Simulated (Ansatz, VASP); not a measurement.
# Two plane-wave programs on BaS

INCAR

```
  ALGO = Normal
  EDIFF = 1E-8
  ENCUT = 520
  GGA = PE
  ISIF = 2
  ISMEAR = -1
  LASPH = True
  LCHARG = False
  LEFG = True
  LREAL = False
  LWAVE = False
  NBANDS = 15
  NELM = 60
  PREC = Accurate
  SIGMA = 0.02
```

KPOINTS

```
k-points
0
Gamma
  8 8 8
```

The input POSCAR:

```
BaS
1.0
    0.0000000000      3.1937500000      3.2576250000
    3.1937500000      0.0000000000      3.2576250000
    3.1937500000      3.1937500000      0.0000000000
Ba S
1 1
Direct
    0.0000000000      0.0000000000      0.0000000000
    0.5000000000      0.5000000000      0.5000000000
```

Input for Ansatz:

```yaml
crystal:
  lattice:
    - [0.0, 3.19375, 3.257625]
    - [3.19375, 0.0, 3.257625]
    - [3.19375, 3.19375, 0.0]
  atoms:
    - { symbol: Ba, position: [0.0, 0.0, 0.0] }
    - { symbol: S, position: [0.5, 0.5, 0.5] }
kpoints:
  mp_grid: { grid: [8, 8, 8] }
scf:
  occupations: { method: fermi_dirac, width: 0.02 }
hamiltonian:
  xc: pbe
  pseudopotentials: { kind: paw }
output:
  forces: true
  stress: true
  eigenvalues: true
  efg: { contact_densities: true }
```

Change from the starting cell: zz strain of +2 %, PAW files.

Alike in both runs: task electric field gradients; functional PBE; k mesh 8 × 8 × 8; occupations fermi-dirac, width 0.02 eV; no spin polarisation.

|  | VASP | Ansatz |
| --- | --- | --- |
| version | VASP 6.6.1 | Ansatz 0.2.0 |
| potentials or method | VASP PAW PBE potentials, release 64 (Ba_sv, S) | PAW with Ansatz's default frozen-core files, scalar-relativistic |
| plane-wave cutoff (eV) | 520 | 420 |
| valence electrons in the cell | 16 | 16 |

Ansatz gave:

- gap on the k mesh at the Fermi level (eV): 2.21
- pressure (GPa): 0.0
- traceless stress, the component that is largest in VASP (GPa): -0.91
- size of Vzz on the site where it differs most (V/Å²): 23.6

Problem. Estimate VASP's values.

Solution. gap on the k mesh at the Fermi level (eV): 2.12; pressure (GPa): 0.6; traceless stress, the component that is largest in VASP (GPa): -1.01; size of Vzz on the site where it differs most (V/Å²): 25.1.

Neither program's run includes spin-orbit coupling.
